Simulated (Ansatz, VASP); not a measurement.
## Br in VASP and in Ansatz

```
Br
1.0
     0.00000    3.32179    3.32179
     3.32179    0.00000    3.32179
     3.32179    3.32179    0.00000
Br
2
Cartesian
  -0.8304 -0.8304 -0.8304
  0.8304 0.8304 0.8304
```

Change from the starting cell: volume scaled by 0.85, PAW files.

Alike in both runs: task single point; functional PBE; k mesh 11 × 11 × 11; occupations fermi-dirac, width 0.08 eV; no spin polarisation.

|  | VASP | Ansatz |
| --- | --- | --- |
| version | VASP 6.6.1 | Ansatz 0.2.0 |
| potentials or method | VASP PAW PBE potentials, release 64 (Br) | PAW with Ansatz's default frozen-core files, scalar-relativistic |
| plane-wave cutoff (eV) | 520 | 420 |
| valence electrons in the cell | 14 | 14 |

```tsv
	VASP	Ansatz	Ansatz less VASP
pressure (GPa)	3.7	3.7	0.00
```
